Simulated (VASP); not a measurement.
# HoNb3I (Pm-3m) in VASP: a series of runs, part 2 of 2

VASP 6.6.1.

**4. Relaxation of cell and atoms, PBE**

Input file INCAR:

```
SYSTEM = HoNb3I
ALGO = Normal
EDIFF = 1E-7
EDIFFG = -0.04
ENCUT = 500
GGA = PE
GGA_COMPAT = .False.
IBRION = 2
ISIF = 3
ISMEAR = 0
LASPH = .True.
LCHARG = .False.
LMAXMIX = 6
LREAL = .False.
LWAVE = .False.
NELM = 200
NELMIN = 4
NSW = 90
PREC = Accurate
SIGMA = 0.1
```

Input file KPOINTS:

```
k-points
0
Gamma
  4 4 4
  0 0 0
```

Input file POSCAR:

```
HoNb3I
1.0
    4.8741589900      0.0000000000      0.0000000000
    0.0000000000      4.8741589900      0.0000000000
    0.0000000000      0.0000000000      4.8741589900
Ho Nb I
1 3 1
Direct
    0.0000000000      0.0000000000      0.0000000000
    0.5000000000      0.0000000000      0.0000000000
    0.0000000000      0.5000000000      0.0000000000
    0.0000000000      0.0000000000      0.5000000000
    0.5000000000      0.5000000000      0.5000000000
```

Potentials or basis: VASP PAW PBE potentials, release 64 (Ho_3, Nb_sv, I), 4f in core.

Started as:

```console
$ cat potpaw_PBE.64/Ho_3/POTCAR potpaw_PBE.64/Nb_sv/POTCAR potpaw_PBE.64/I/POTCAR > POTCAR
$ mpirun -np 1 vasp_std > vasp.out
```

OUTCAR:

```text
SYSTEM = HoNb3I
   EDIFF = 1E-7
   EDIFFG = -0.04
   ENCUT = 500
   GGA = PE
   IBRION = 2
   ISIF = 3
   ISMEAR = 0
   LASPH = .True.
   LREAL = .False.
   NELM = 200
   NELMIN = 4
   NSW = 90
   PREC = Accurate

 ion  position               nearest neighbor table
   1  0.000  0.000  0.000-   2 2.44   3 2.44   4 2.44   4 2.44   3 2.44   2 2.44
   2  0.500  0.000  0.000-   1 2.44   1 2.44
   3  0.000  0.500  0.000-   1 2.44   1 2.44
   4  0.000  0.000  0.500-   1 2.44   1 2.44
   5  0.500  0.500  0.500-

  LATTYP: Found a simple cubic cell.
 ALAT       =     4.8741589900

  Lattice vectors:

 A1 = (   4.8741589900,   0.0000000000,   0.0000000000)
 A2 = (   0.0000000000,   4.8741589900,   0.0000000000)
 A3 = (   0.0000000000,   0.0000000000,   4.8741589900)

Analysis of symmetry for initial positions (statically):
=====================================================================
 Subroutine PRICEL returns:
 Original cell was already a primitive cell.

 Routine SETGRP: Setting up the symmetry group for a
 simple cubic supercell.

 Subroutine GETGRP returns: Found 48 space group operations
 (whereof 48 operations were pure point group operations)
 out of a pool of 48 trial point group operations.

The static configuration has the point symmetry O_h .

Analysis of symmetry for dynamics (positions and initial velocities):
=====================================================================
 Subroutine PRICEL returns:
 Original cell was already a primitive cell.

 Routine SETGRP: Setting up the symmetry group for a
 simple cubic supercell.

 Subroutine GETGRP returns: Found 48 space group operations
 (whereof 48 operations were pure point group operations)
 out of a pool of 48 trial point group operations.

The dynamic configuration has the point symmetry O_h .

 Subroutine INISYM returns: Found 48 space group operations
 (whereof 48 operations are pure point group operations),
 and found     1 'primitive' translations

[... 110 lines left out ...]
   GGA     = PE    functional components
   LHFCALC =     F    Hartree Fock is set to
   AEXX    =    0.0000 exact exchange contribution
   IVDW    =     0    specifies the selected vdW correction
   LEPSILON=     F    determine dielectric tensor
   LRPA    =     F    only Hartree local field effects (RPA)
 conjugate gradient relaxation of ions
 non-spin polarized calculation
 Gauss-broadening in eV      SIGMA  =   0.10
  energy-cutoff  :      500.00
  volume of cell :      115.80
 maximum number of plane-waves:      3016
 NGX is ok and might be reduce to    36
   NGX = 17   NGY = 17   NGZ = 17

--------------------------------------- Ionic step        1  -------------------------------------------

 number of electron      54.9999995 magnetization

 Free energy of the ion-electron system (eV)
  ---------------------------------------------------
  ext. energy  EPLUGINS =         0.00000000
  ---------------------------------------------------
  free energy    TOTEN  =       -26.03803708 eV

  energy without entropy =      -26.00544145  energy(sigma->0) =      -26.02173927

------------------------ aborting loop because EDIFF is reached ----------------------------------------

  FORCE on cell =-STRESS in cart. coord.  units (eV):
  Direction    XX          YY          ZZ          XY          YZ          ZX
  --------------------------------------------------------------------------------------
  -------------------------------------------------------------------------------------
  Total        8.1376414      8.1376414      8.1376414      0.0000000     -0.0000000     -0.0000000
  in kB      112.5926544    112.5926544    112.5926544      0.0000000     -0.0000000     -0.0000000
  external PRESSURE =     112.5926544 kB  Pullay stress =       0.0000000 kB
[... 26 lines left out ...]
--------------------------------------- Ionic step        2  -------------------------------------------

 number of electron      54.9999974 magnetization

 E-fermi :   5.6769     XC(G=0):  -9.9338

 val. band max:        5.6100548870   @ k =   0.2500   0.2500   0.0000
 cond. band min:       5.6796248144   @ k =   0.5000   0.5000   0.2500
 fundamental gap:      0.0695699274
 Fermi energy:         5.6769373328

 k-point     1 :       0.0000    0.0000    0.0000
  band No.  band energies     occupation
      1     -49.4917      2.00000
      2     -49.4802      2.00000
      3     -49.4802      2.00000
      4     -25.6737      2.00000
      5     -25.6737      2.00000
      6     -25.6737      2.00000
[... 387 lines left out ...]
--------------------------------------- Ionic step        3  -------------------------------------------

 number of electron      55.0000016 magnetization

 Free energy of the ion-electron system (eV)
  ---------------------------------------------------
  ext. energy  EPLUGINS =         0.00000000
  ---------------------------------------------------
  free energy    TOTEN  =       -26.54973168 eV

  energy without entropy =      -26.50940106  energy(sigma->0) =      -26.52956637

 E-fermi :   6.6139     XC(G=0): -10.3612

 val. band max:        6.6033606132   @ k =   0.5000   0.2500   0.0000
 cond. band min:       6.6917926414   @ k =   0.5000   0.2500   0.0000
 fundamental gap:      0.0884320282
 Fermi energy:         6.6138894771

 k-point     1 :       0.0000    0.0000    0.0000
  band No.  band energies     occupation
      1     -48.4466      2.00000
      2     -48.4285      2.00000
      3     -48.4285      2.00000
      4     -24.7098      2.00000
      5     -24.7098      2.00000
      6     -24.7098      2.00000
[... 381 lines left out ...]
  FREE ENERGIE OF THE ION-ELECTRON SYSTEM (eV)
  ---------------------------------------------------
  free  energy   TOTEN  =       -26.5497316806 eV

  energy  without entropy=      -26.5094010641  energy(sigma->0) =      -26.52956637

 reached required accuracy - stopping structural energy minimisation
```

OSZICAR:

```text
N       E                     dE             d eps       ncg     rms          rms(c)
DAV:   1     0.741244305221E+03    0.74124E+03   -0.26600E+04   716   0.160E+03
DAV:   2     0.405686309006E+02   -0.70068E+03   -0.69096E+03   978   0.679E+02
DAV:   3    -0.249818904675E+02   -0.65551E+02   -0.64469E+02  1210   0.182E+02
DAV:   4    -0.325376837169E+02   -0.75558E+01   -0.73207E+01  1240   0.444E+01
[... 50 lines left out ...]
DAV:  13    -0.265497319297E+02   -0.57844E-06   -0.65996E-06   789   0.965E-03    0.541E-03
DAV:  14    -0.265497311808E+02    0.74890E-06   -0.24038E-06   750   0.900E-03    0.416E-03
DAV:  15    -0.265497318586E+02   -0.67785E-06   -0.82479E-07   830   0.710E-03    0.166E-03
DAV:  16    -0.265497316858E+02    0.17278E-06   -0.12688E-07   603   0.278E-03    0.777E-04
DAV:  17    -0.265497316806E+02    0.52669E-08   -0.27693E-08   557   0.218E-03
   3 F= -.26549732E+02 E0= -.26529566E+02  d E =-.511695E+00
```

CONTCAR:

```text
HoNb3I
   1.00000000000000
     5.0942470878907038    0.0000000000000000   -0.0000000000000000
     0.0000000000000000    5.0942470878907038   -0.0000000000000000
     0.0000000000000000   -0.0000000000000000    5.0942470878907038
  Ho              Nb              I
     1     3     1
Direct
     0.0000000000000000    0.0000000000000000    0.0000000000000000
     0.5000000000000000    0.0000000000000000    0.0000000000000000
     0.0000000000000000    0.5000000000000000    0.0000000000000000
     0.0000000000000000    0.0000000000000000    0.5000000000000000
     0.5000000000000000    0.5000000000000000    0.5000000000000000

  0.00000000E+00  0.00000000E+00  0.00000000E+00
  0.00000000E+00  0.00000000E+00  0.00000000E+00
  0.00000000E+00  0.00000000E+00  0.00000000E+00
  0.00000000E+00  0.00000000E+00  0.00000000E+00
  0.00000000E+00  0.00000000E+00  0.00000000E+00
```

Run time: 3.8 min. Hardware: 1 thread of Intel Xeon Platinum 8259CL at 2.50GHz (Skylake/Cascade Lake), shared host; peak memory 0.23 GiB.

Results:

```yaml
Free_energy: -26.5497 eV
Relaxed_volume: 26.44 Å³/atom
Relaxed_cell: a = 5.094 Å, b = 5.094 Å, c = 5.094 Å, α = 90.00°, β = 90.00°, γ = 90.00°
Space_group_after_relaxing_to_0.1_Å: Pm-3m (No. 221)
Energy_gained_by_relaxing: 102.3 meV/atom
Ionic_steps: 3
Pressure_after_relaxing: -0.1 GPa
Band_gap_on_the_k_mesh: zero (an odd number of electrons rules out a gap without spin polarisation)
```

The path:
| step | energy change (eV) | largest force (eV/Å) | pressure (GPa) | volume (Å³) |
| --- | --- | --- | --- | --- |
| 1 | 0.0000 | 0.0000 | 11.26 | 115.80 |
| 2 | -0.2894 | 0.0000 | -4.93 | 145.27 |
| 3 | -0.5117 | 0.0000 | -0.06 | 132.20 |

Final structure:
```
CELL_PARAMETERS angstrom
5.09425 0.00000 0.00000
0.00000 5.09425 0.00000
0.00000 0.00000 5.09425
ATOMIC_POSITIONS crystal
Ho 0.00000 0.00000 0.00000
Nb 0.50000 0.00000 0.00000
Nb 0.00000 0.50000 0.00000
Nb 0.00000 0.00000 0.50000
I 0.50000 0.50000 0.50000
```

Levels at points of the mesh, in eV from the Fermi level:
```tsv
k point	band 26	band 27	band 28	band 29	band 30	band 31
(0.00, 0.00, 0.00)	-1.22	-1.22	-0.62	0.56	0.56	0.56
(0.50, 0.00, 0.00)	-0.64	-0.33	-0.12	-0.12	0.15	0.87
(0.50, 0.50, 0.00)	-0.43	-0.28	0.48	0.80	0.99	0.99
(0.50, 0.50, 0.50)	-0.28	1.08	1.08	1.15	1.38	1.38
```

Caveat: spin-orbit coupling is left out, which moves the levels of the heavy elements; the 4f electrons are frozen in the core, so they carry no moment and show no levels; an odd number of electrons without spin polarisation forces a metal; a magnetic or distorted state may lie lower; the run has no spin polarisation, though such a crystal can be magnetic. Spin polarisation is off, so any magnetic state and its effect on volume and gap are missing.

**5. Summary**

```tsv
task	cell	gap on the mesh (eV)	pressure (GPa)
single point	a = 4.874 Å, 5 atoms	none	11.2
single point	a = 5.068 Å, 5 atoms	none	1.0
relaxation of cell and atoms	relaxed from a = 4.874 Å, 5 atoms	none	-0.1
```

Alike in all rows: level PBE; potentials or basis VASP PAW PBE potentials, release 64 (Ho_3, Nb_sv, I), 4f in core; no spin polarisation; k mesh 4 × 4 × 4; cutoff (eV) 500; smearing gaussian 0.1 eV.

Caveats: spin-orbit coupling is left out, which moves the levels of the heavy elements; the 4f electrons are frozen in the core, so they carry no moment and show no levels; an odd number of electrons without spin polarisation forces a metal; a magnetic or distorted state may lie lower; the run has no spin polarisation, though such a crystal can be magnetic; the cell stands under pressure (at least some runs).

Total energies depend on the potentials used, so only differences within one code and one set of settings carry meaning.

The gap in the log of VASP goes by the Fermi energy; the results here count the filled bands.